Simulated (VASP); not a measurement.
# TiO2 (Imma) in VASP: relaxation of the atoms with PBE

Aim: the relaxation of the atoms of TiO2 with PBE.

Program: VASP 6.6.1. These are calculated values, not measurements. Logs are shortened: lines on timing, memory, paths and dates and some standing lists are left out, and cuts for length are marked.

## (1) The cell of the first run

The typed cell holds 6 atoms: a = 5.452 Å, b = 5.452 Å, c = 5.452 Å, α = 139.17°, β = 139.21°, γ = 59.08°.

## (2) Relaxation of the atoms, PBE

INCAR reads:

```
SYSTEM = TiO2
PREC = Accurate
ENCUT = 520
EDIFF = 1E-7
ISMEAR = 0
SIGMA = 0.01
LREAL = .False.
LASPH = .True.
NELM = 120
ALGO = Normal
ISIF = 2
LWAVE = .False.
LCHARG = .False.
GGA = PE
IBRION = 2
NSW = 80
EDIFFG = -0.002
GGA_COMPAT = .False.
NELMIN = 4
```

KPOINTS reads:

```
Automatic mesh
0
Gamma
  7 7 7
  0 0 0
```

POSCAR reads:

```
TiO2
1.0
   -1.9015600000      1.8996680000      4.7430280000
    1.9015600000     -1.8996680000      4.7430280000
    1.9015600000      1.8996680000     -4.7430280000
Ti O
2 4
Direct
    0.0000000000      0.0000000000      0.0000000000
    0.7500000000      0.2500000000      0.5000000000
    0.2081000000      0.2081000000      0.0000000000
    0.9581000000      0.4581000000      0.5000000000
    0.5419000000      0.0419000000      0.5000000000
    0.7919000000      0.7919000000      0.0000000000
```

Potentials or basis: VASP PAW PBE potentials, release 64 (Ti_sv, O).

On the command line:

```
$ cat potpaw_PBE.64/Ti_sv/POTCAR potpaw_PBE.64/O/POTCAR > POTCAR
$ mpirun -np 1 vasp_std > vasp.out
```

OUTCAR:

```text
SYSTEM = TiO2
   PREC = Accurate
   ENCUT = 520
   EDIFF = 1E-7
   ISMEAR = 0
   LREAL = .False.
   LASPH = .True.
   NELM = 120
   ISIF = 2
   GGA = PE
   IBRION = 2
   NSW = 80
   EDIFFG = -0.002
   NELMIN = 4

 ion  position               nearest neighbor table
   1  0.000  0.000  0.000-   5 1.94   5 1.94   4 1.94   4 1.94   3 1.97   6 1.97
   2  0.750  0.250  0.500-   3 1.94   3 1.94   6 1.94   6 1.94   4 1.97   5 1.97
   3  0.208  0.208  0.000-   2 1.94   2 1.94   1 1.97
   4  0.958  0.458  0.500-   1 1.94   1 1.94   2 1.97
   5  0.542  0.042  0.500-   1 1.94   1 1.94   2 1.97
   6  0.792  0.792  0.000-   2 1.94   2 1.94   1 1.97

  LATTYP: Found a body centered orthorhombic cell.
 ALAT       =     3.7993360000
 B/A-ratio  =     1.0009959635
 C/A-ratio  =     2.4967668035

  Lattice vectors:

 A1 = (  -1.9015600000,  -1.8996680000,   4.7430280000)
 A2 = (   1.9015600000,   1.8996680000,   4.7430280000)
 A3 = (  -1.9015600000,   1.8996680000,  -4.7430280000)

Analysis of symmetry for initial positions (statically):
=====================================================================
 Subroutine PRICEL returns:
 Original cell was already a primitive cell.

 Routine SETGRP: Setting up the symmetry group for a
 body centered orthorhombic supercell.

 Subroutine GETGRP returns: Found  8 space group operations
 (whereof  4 operations were pure point group operations)
 out of a pool of  8 trial point group operations.

The static configuration has the point symmetry C_2v.
 The point group associated with its full space group is D_2h.

Analysis of symmetry for dynamics (positions and initial velocities):
=====================================================================
 Subroutine PRICEL returns:
 Original cell was already a primitive cell.

 Routine SETGRP: Setting up the symmetry group for a
 body centered orthorhombic supercell.

 Subroutine GETGRP returns: Found  8 space group operations
 (whereof  4 operations were pure point group operations)
 out of a pool of  8 trial point group operations.

The dynamic configuration has the point symmetry C_2v.
 The point group associated with its full space group is D_2h.

 Subroutine INISYM returns: Found  8 space group operations
 (whereof  4 operations are pure point group operations),
 and found     1 'primitive' translations

----------------------------------------------------------------------------------------

                                     Primitive cell

  volume of cell :      68.5336

  direct lattice vectors                    reciprocal lattice vectors
    -1.901560000  1.899668000  4.743028000     0.000000000  0.263203886  0.105417889
     1.901560000 -1.899668000  4.743028000     0.262942006  0.000000000  0.105417889
     1.901560000  1.899668000 -4.743028000     0.262942006  0.263203886  0.000000000

  length of vectors
     5.451695475  5.451695475  5.451695475     0.283529923  0.283286833  0.372041374

  position of ions in fractional coordinates (direct lattice)
     0.000000000  0.000000000  0.000000000
     0.750000000  0.250000000  0.500000000
     0.208100000  0.208100000  0.000000000
     0.958100000  0.458100000  0.500000000
     0.541900000  0.041900000  0.500000000
     0.791900000  0.791900000  0.000000000

  ion indices of the primitive-cell ions
   primitive index   ion index
                 1           1
                 2           2
                 3           3
                 4           4
                 5           5
                 6           6

----------------------------------------------------------------------------------------

 KPOINTS: Automatic mesh

Automatic generation of k-mesh.
 Grid dimensions read from file:
 generate k-points for:    7    7    7

 Generating k-lattice:

  Cartesian coordinates                     Fractional coordinates (reciprocal lattice)
     0.000000000  0.037600555  0.015059698     0.142857143  0.000000000 -0.000000000
     0.037563144  0.000000000  0.015059698     0.000000000  0.142857143 -0.000000000
     0.037563144  0.037600555  0.000000000     0.000000000  0.000000000  0.142857143

  Length of vectors
     0.040504275  0.040469548  0.053148768

  Shift w.r.t. Gamma in fractional coordinates (k-lattice)
     0.000000000  0.000000000  0.000000000

 Subroutine IBZKPT returns following result:
 ===========================================

 Found     64 irreducible k-points:

 Following reciprocal coordinates:
            Coordinates               Weight
  0.000000  0.000000  0.000000      1.000000
  0.142857  0.000000  0.000000      4.000000
  0.285714  0.000000  0.000000      4.000000
  0.428571  0.000000  0.000000      4.000000
 -0.000000  0.142857  0.000000      4.000000
  0.142857  0.142857  0.000000      8.000000
[... 16 lines left out ...]
 -0.428571  0.428571  0.000000      4.000000
 -0.285714  0.428571  0.000000      8.000000
 [... further k-points ...]
   k-points           NKPTS =     64   k-points in BZ     NKDIM =     64   number of bands    NBANDS=     28
   number of dos      NEDOS =    301   number of ions     NIONS =      6
   total plane-waves  NPLWV =  74088
   dimension x,y,z NGX =    42 NGY =   42 NGZ =   42
   dimension x,y,z NGXF=    84 NGYF=   84 NGZF=   84
   ions per type =               2   4
   NGX,Y,Z   is equivalent  to a cutoff of  12.81, 12.81, 12.81 a.u.
   NGXF,Y,Z  is equivalent  to a cutoff of  25.62, 25.62, 25.62 a.u.
 SYSTEM =  TiO2
   PREC   = accura    normal or accurate (medium, high low for compatibility)
   ISTART =      0    job   : 0-new  1-cont  2-samecut
   ICHARG =      2    charge: 1-file 2-atom 10-const
   ISPIN  =      1    spin polarized calculation?
   LNONCOLLINEAR =      F non collinear calculations
   LSORBIT =      F    spin-orbit coupling
   LASPH  =      T    aspherical Exc in radial PAW
   ENCUT  =  520.0 eV  38.22 Ry    6.18 a.u.  10.14 10.14 10.14*2*pi/ulx,y,z
   NELM   =    120;   NELMIN=  4; NELMDL= -5     # of ELM steps
   EDIFF  = 0.1E-06   stopping-criterion for ELM
   LREAL  =      F    real-space projection
   EDIFFG = -.2E-02   stopping-criterion for IOM
   NSW    =     80    number of steps for IOM
   IBRION =      2    ionic relax: 0-MD 1-quasi-New 2-CG
   NFREE  =      1    steps in history (QN), initial steepest desc. (CG)
   ISIF   =      2    stress and relaxation
   ISYM   =      2    0-nonsym 1-usesym 2-fastsym
   POTIM  = 0.5000    time-step for ionic-motion
   TEBEG  =    0.0;   TEEND  =   0.0 temperature during run
   PSTRESS=    0.0 pullay stress
   NELECT =      48.0000    total number of electrons
   NUPDOWN=      -1.0000    fix difference up-down
   EMIN   =  10.00;   EMAX   =-10.00  energy-range for DOS
   EFERMI =   0.00;   METHOD = LEGACY
   ISMEAR =     0;   SIGMA  =   0.01  broadening in eV -4-tet -1-fermi 0-gaus
   EFERMI_NEDOS =   21; number of points for ismear=-14 and -15
   IALGO  =     38    algorithm
   IMIX   =      4    mixing-type and parameters
     AMIX     =   0.40;   BMIX     =  1.00
     AMIX_MAG =   1.60;   BMIX_MAG =  1.00
  volume/ion in A,a.u.               =      11.42        77.08
  Fermi-wavevector in a.u.,A,eV,Ry     =   1.453854  2.747386 28.758515  2.113691
  Thomas-Fermi vector in A             =   2.571072
   LORBIT       =      0    0 simple, 1 ext, 2 COOP (PROOUT), +10 PAW based schemes
   GGA     = PE    functional components
   LHFCALC =     F    Hartree Fock is set to
   AEXX    =    0.0000 exact exchange contribution
   IVDW    =     0    specifies the selected vdW correction
   LEPSILON=     F    determine dielectric tensor
   LRPA    =     F    only Hartree local field effects (RPA)
 conjugate gradient relaxation of ions
 non-spin polarized calculation
 Gauss-broadening in eV      SIGMA  =   0.01
  energy-cutoff  :      520.00
  volume of cell :       68.53
 maximum number of plane-waves:      1861
 NGX is ok and might be reduce to    42
   NGX = 21   NGY = 21   NGZ = 21

--------------------------------------- Ionic step        1  -------------------------------------------

 number of electron      47.9999989 magnetization

 Free energy of the ion-electron system (eV)
  ---------------------------------------------------
  ext. energy  EPLUGINS =         0.00000000
  ---------------------------------------------------
  free energy    TOTEN  =       -53.83479202 eV

  energy without entropy =      -53.83479202  energy(sigma->0) =      -53.83479202

------------------------ aborting loop because EDIFF is reached ----------------------------------------

  FORCE on cell =-STRESS in cart. coord.  units (eV):
  Direction    XX          YY          ZZ          XY          YZ          ZX
  --------------------------------------------------------------------------------------
  -------------------------------------------------------------------------------------
  Total        1.4258602      1.6081635      2.8912095      0.0000000      0.0000000      0.0000000
  in kB       33.3337445     37.5956302     67.5906654      0.0000000      0.0000000      0.0000000
  external PRESSURE =      46.1733467 kB  Pullay stress =       0.0000000 kB

 VOLUME and BASIS-vectors are now :
 -----------------------------------------------------------------------------
  energy-cutoff  :      520.00
  volume of cell :       68.53
      direct lattice vectors                 reciprocal lattice vectors
    -1.901560000  1.899668000  4.743028000     0.000000000  0.263203886  0.105417889
     1.901560000 -1.899668000  4.743028000     0.262942006  0.000000000  0.105417889
     1.901560000  1.899668000 -4.743028000     0.262942006  0.263203886  0.000000000
[... 161 lines left out ...]
 POSITION                                       TOTAL-FORCE (eV/Angst)
 -----------------------------------------------------------------------------------
      0.00000      0.00000      9.48523         0.000000      0.000000     -0.003906
      0.00000      1.89967      2.37234        -0.000000     -0.000000      0.003906
      0.00000      0.00000      1.98601         0.000000      0.000000      0.000972
      0.00000      1.89967      4.35748         0.000000      0.000000      0.001183
      0.00000      1.89967      0.38550        -0.000000     -0.000000     -0.000972
      0.00000      0.00000      7.50009        -0.000000     -0.000000     -0.001183
 -----------------------------------------------------------------------------------
    total drift:                               -0.000000     -0.000000      0.000000

  FREE ENERGIE OF THE ION-ELECTRON SYSTEM (eV)
  ---------------------------------------------------
  free  energy   TOTEN  =       -53.8392457882 eV

  energy  without entropy=      -53.8392457882  energy(sigma->0) =      -53.83924579

--------------------------------------- Ionic step        6  -------------------------------------------

 number of electron      47.9999992 magnetization

 Free energy of the ion-electron system (eV)
  ---------------------------------------------------
  ext. energy  EPLUGINS =         0.00000000
  ---------------------------------------------------
  free energy    TOTEN  =       -53.83924638 eV

  energy without entropy =      -53.83924638  energy(sigma->0) =      -53.83924638

 E-fermi :   3.4358     XC(G=0): -10.7124

 val. band max:        3.3731703502   @ k =  -0.4286   0.4286   0.0000
 cond. band min:       5.4089447655   @ k =   0.0000   0.0000   0.0000
 fundamental gap:      2.0357744153
 Fermi energy:         3.4358381655

 k-point     1 :       0.0000    0.0000    0.0000
  band No.  band energies     occupation
      1     -53.0900      2.00000
      2     -53.0301      2.00000
      3     -29.5446      2.00000
      4     -29.3118      2.00000
      5     -29.3110      2.00000
      6     -29.2397      2.00000
[... 20 lines left out ...]
     27       7.2053      0.00000
[... 691 lines left out ...]
      6     -29.3213      2.00000
[... 20 lines left out ...]
     27       6.8852      0.00000
     28       7.1164      0.00000

 [... further k-points ...]

------------------------ aborting loop because EDIFF is reached ----------------------------------------

  FORCE on cell =-STRESS in cart. coord.  units (eV):
  Direction    XX          YY          ZZ          XY          YZ          ZX
  --------------------------------------------------------------------------------------
  -------------------------------------------------------------------------------------
  Total        1.4821352      1.5695035      1.9716060      0.0000000      0.0000000      0.0000000
  in kB       34.6493421     36.6918359     46.0921843      0.0000000      0.0000000      0.0000000
  external PRESSURE =      39.1444541 kB  Pullay stress =       0.0000000 kB

 VOLUME and BASIS-vectors are now :
 -----------------------------------------------------------------------------
  energy-cutoff  :      520.00
  volume of cell :       68.53
      direct lattice vectors                 reciprocal lattice vectors
    -1.901560000  1.899668000  4.743028000     0.000000000  0.263203886  0.105417889
     1.901560000 -1.899668000  4.743028000     0.262942006  0.000000000  0.105417889
     1.901560000  1.899668000 -4.743028000     0.262942006  0.263203886  0.000000000

 POSITION                                       TOTAL-FORCE (eV/Angst)
 -----------------------------------------------------------------------------------
      0.00000      0.00000      9.48508         0.000000     -0.000000     -0.000444
      0.00000      1.89967      2.37249        -0.000000      0.000000      0.000444
      0.00000      0.00000      1.98599        -0.000000      0.000000      0.001260
      0.00000      1.89967      4.35746        -0.000000     -0.000000      0.001573
      0.00000      1.89967      0.38552         0.000000     -0.000000     -0.001260
      0.00000      0.00000      7.50011        -0.000000      0.000000     -0.001573
 -----------------------------------------------------------------------------------
    total drift:                                0.000000      0.000000     -0.000000

  FREE ENERGIE OF THE ION-ELECTRON SYSTEM (eV)
  ---------------------------------------------------
  free  energy   TOTEN  =       -53.8392463814 eV

  energy  without entropy=      -53.8392463814  energy(sigma->0) =      -53.83924638

 reached required accuracy - stopping structural energy minimisation
```

Wall time 5.6 min (1 thread of Intel Xeon 6975P-C (Granite Rapids), shared host); peak memory 0.3 GiB.

Results:

- Free energy: -53.8392 eV
- Energy gained by relaxing: 0.7 meV/atom
- Ionic steps: 6
- Pressure after relaxing: 3.9 GPa
- Band gap on the k mesh: 2.04 eV (least direct gap 2.41 eV)

The path:
```csv
step,energy change (eV),largest force (eV/Å),pressure (GPa)
1,0.0000,0.1878,4.62
2,-0.0042,0.0453,4.08
3,-0.0044,0.0147,3.90
4,-0.0044,0.0143,3.92
5,-0.0045,0.0039,3.91
6,-0.0045,0.0016,3.91
```

Final structure:
```yaml
crystal:
  lattice:
    - [-1.90156, 1.89967, 4.74303]
    - [1.90156, -1.89967, 4.74303]
    - [1.90156, 1.89967, -4.74303]
  atoms:
    - { symbol: Ti, position: [0.99990, 0.99990, 0.00000] }
    - { symbol: Ti, position: [0.75010, 0.25010, 0.50000] }
    - { symbol: O, position: [0.20936, 0.20936, 0.00000] }
    - { symbol: O, position: [0.95935, 0.45935, 0.50000] }
    - { symbol: O, position: [0.54064, 0.04064, 0.50000] }
    - { symbol: O, position: [0.79065, 0.79065, 0.00000] }
```

Caveat: an odd mesh through Γ misses points on the zone boundary, where band edges can lie.
